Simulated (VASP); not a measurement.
Here is a VASP 6.6.1 calculation.

INCAR

```
PREC = Accurate
ENCUT = 600
EDIFF = 1E-6
ISMEAR = 0
SIGMA = 0.1
LREAL = False
LASPH = True
NELM = 60
ALGO = Normal
ISIF = 3
LWAVE = False
LCHARG = False
GGA = PE
IBRION = 2
NSW = 90
EDIFFG = -0.04
```

File KPOINTS:

```
Automatic mesh
0
Gamma
  4 4 4
```

POSCAR

```
LiSnF3
1.0
    4.1822583600      0.0000000000      0.0000000000
    0.0000000000      4.1822583600      0.0000000000
    0.0000000000      0.0000000000      4.1822583600
Li Sn F
1 1 3
Direct
    0.0000000000      0.0000000000      0.0000000000
    0.5000000000      0.5000000000      0.5000000000
    0.0000000000      0.5000000000      0.5000000000
    0.5000000000      0.5000000000      0.0000000000
    0.5000000000      0.0000000000      0.5000000000
```

Potentials or basis: VASP PAW PBE potentials, release 64 (Li_sv, Sn_d, F).

Launch:

```sh
$ cat potpaw_PBE.64/Li_sv/POTCAR potpaw_PBE.64/Sn_d/POTCAR potpaw_PBE.64/F/POTCAR > POTCAR
$ mpirun -np 1 vasp_std > vasp.out
```

(1) Predict the relaxed volume.

(2) Estimate the band gap on the k mesh.

Results:

(1) 20.21 Å³/atom.

(2) 0.85 eV (least direct gap 1.91 eV).

Caveat: the cutoff is under 1.25 times the usual one of these potentials, so pressure, stress and relaxed cells hold a basis-set (Pulay) error; the volume moved by over 15 % at a fixed basis, so the end points are rough; spin-orbit coupling is left out, which moves the levels of the heavy elements.
